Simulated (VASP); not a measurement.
Runs of VASP 6.6.1 on Si2P. The structure is that of space group P6_3/mmc (No. 194), or close to it. The cells are those of the table. 

```tsv
task	cell	k mesh	cutoff (eV)	gap on the mesh (eV)	pressure (GPa)	relaxed volume (Å³/atom)
single point	a = 4.826, b = 4.826, c = 6.078 Å, angles 90.0, 90.0, 120.0°, 6 atoms	6 × 6 × 4	520	none	-14.0	-
single point	a = 4.503, b = 4.503, c = 5.004 Å, angles 90.0, 90.0, 120.0°, 6 atoms	12 × 12 × 8	520	none	(a)	-
single point	a = 4.440, b = 4.440, c = 5.088 Å, angles 90.0, 90.0, 120.0°, 6 atoms	6 × 6 × 4	520	none	-0.2	-
relaxation of cell and atoms	relaxed from a = 4.440, b = 4.440, c = 5.088 Å, angles 90.0, 90.0, 120.0°, 6 atoms	12 × 12 × 8	600	none	0.0	14.63
relaxation of cell and atoms	relaxed from a = 4.826, b = 4.826, c = 6.078 Å, angles 90.0, 90.0, 120.0°, 6 atoms	6 × 6 × 4	600	none	0.0	(b)
```

Alike in all rows: level PBE; potentials or basis VASP PAW PBE potentials, release 64 (Si, P); no spin polarisation; smearing gaussian 0.1 eV.

Fill in the values left out.

(a) -0.1; (b) 14.46.

Caveats: the volume moved by over 15 % at a fixed basis, so the end points are rough (some runs).

A gap of «none» marks levels without a gap at the run's occupations.
